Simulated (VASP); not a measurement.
Set up this calculation in VASP 6.6.1, as the native input.

```
Task                            : G0W0 quasiparticle levels
Functional                      : PBE
Potentials or basis             : VASP PAW PBE potentials, release 64 (Ti_sv_GW, O_GW)
Cutoff                          : 500 eV
k mesh                          : 4 × 4 × 4
Occupations                     : gaussian, width 0.01 eV
Spin                            : no spin polarisation
Dipole correction               : no
GW scheme                       : G0W0
GW iterations                   : 1
Cutoff of the response function : 80
Frequency points                : 48
Empty bands                     : 44
Further INCAR settings          : ALGO = EVGW0; EDIFF = 1e-08; NBANDS = 56
```

TiO2:

```
Ti O
1.0
     0.00000    2.39683    2.39683
     2.39683    0.00000    2.39683
     2.39683    2.39683    0.00000
Ti O
1 2
Direct
  0.00000 0.00000 0.00000
  0.25000 0.25000 0.25000
  0.75000 0.75000 0.75000
```

The input as run:

POSCAR

```
TiO2
1.0
    0.0000000000      2.3968272558      2.3968272558
    2.3968272558      0.0000000000      2.3968272558
    2.3968272558      2.3968272558      0.0000000000
Ti O
1 2
Direct
    0.0000000000      0.0000000000      0.0000000000
    0.2500000000      0.2500000000      0.2500000000
    0.7500000000      0.7500000000      0.7500000000
```

INCAR.step1

```
SYSTEM = TiO2
PREC = Accurate
ENCUT = 500
EDIFF = 1E-8
ISMEAR = 0
SIGMA = 0.01
LREAL = .False.
LASPH = .True.
NELM = 100
ALGO = Normal
LWAVE = .True.
LCHARG = .False.
GGA = PE
```

INCAR.step2

```
SYSTEM = TiO2
PREC = Accurate
ENCUT = 500
EDIFF = 1E-8
ISMEAR = 0
SIGMA = 0.01
LREAL = .False.
LASPH = .True.
NELM = 1
ALGO = Exact
LWAVE = .True.
LCHARG = .False.
GGA = PE
NBANDS = 56
LOPTICS = .True.
ISTART = 1
```

INCAR.step3

```
SYSTEM = TiO2
PREC = Accurate
ENCUT = 500
EDIFF = 1E-8
ISMEAR = 0
SIGMA = 0.01
LREAL = .False.
LASPH = .True.
ALGO = EVGW0
LWAVE = .False.
LCHARG = .False.
GGA = PE
NELMGW = 1
NBANDS = 56
ENCUTGW = 80.0
NOMEGA = 48
PRECFOCK = Fast
ISTART = 1
NBANDSGW = 20
```

KPOINTS

```
regular mesh
0
Gamma
  4 4 4
  0 0 0
```

Potentials or basis: VASP PAW PBE potentials, release 64 (Ti_sv_GW, O_GW).

Command:

```bash
$ cat potpaw_PBE.64/Ti_sv_GW/POTCAR potpaw_PBE.64/O_GW/POTCAR > POTCAR
$ cp INCAR.step1 INCAR
$ mpirun -np 1 vasp_std > vasp.out
$ cp INCAR.step2 INCAR
$ mpirun -np 1 vasp_std > vasp.out
$ cp INCAR.step3 INCAR
$ mpirun -np 1 vasp_std > vasp.out
```

Results of the run:

* Band gap on the k mesh, mean-field level: 1.14 eV, indirect (least direct gap 1.85 eV)
* Quasiparticle gap: 2.53 eV
* Least direct quasiparticle gap: 3.25 eV

Caveat: the k points lie up to 0.57 Å⁻¹ apart; bands, screening cutoff and mesh are small and nothing is extrapolated, so the quasiparticle values aren't converged.

Run time: 100 s on 1 thread of Intel Xeon 6975P-C, on a shared host, peak memory 0.24 GiB.
